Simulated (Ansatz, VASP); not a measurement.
## One calculation of C, two programs

```
C
1.0
     0.00000    1.85185    1.85847
     1.58699    0.00000    1.85847
     1.58699    1.85185    0.00000
C
2
Cartesian
  1.5870 1.8519 1.8585
  2.3805 2.7778 2.7877
```

Change from the starting cell: strain +e along x and -e along y -0.0750, strain +e along z and -e/2 along x and y +0.0525.

Alike in both runs: task single point; functional LDA; k mesh 12 × 12 × 12; occupations gaussian, width 0.05 eV; no spin polarisation.

```csv
,VASP,Ansatz
version,VASP 6.6.1,Ansatz 0.2.0
potentials or method,"VASP PAW LDA potentials, release 64 (C_h), cutoff 910 eV","scalar-relativistic, plane waves, PAW"
valence electrons in the cell,8,8
```

```tsv
	VASP	Ansatz	Ansatz less VASP
gap on the k mesh at the Fermi level (eV)	0.40	0.41	+0.009
least direct gap on the mesh (eV)	3.26	3.26	-0.003
```

Ansatz warns that its potentials were made for another functional, while VASP's fit it. LDA's correlation is that of Perdew and Zunger in VASP and of Perdew and Wang (1992) in Ansatz.

Noted on VASP's run: the cutoff is under 1.25 times that of the potentials, so the pressure is a little rough.
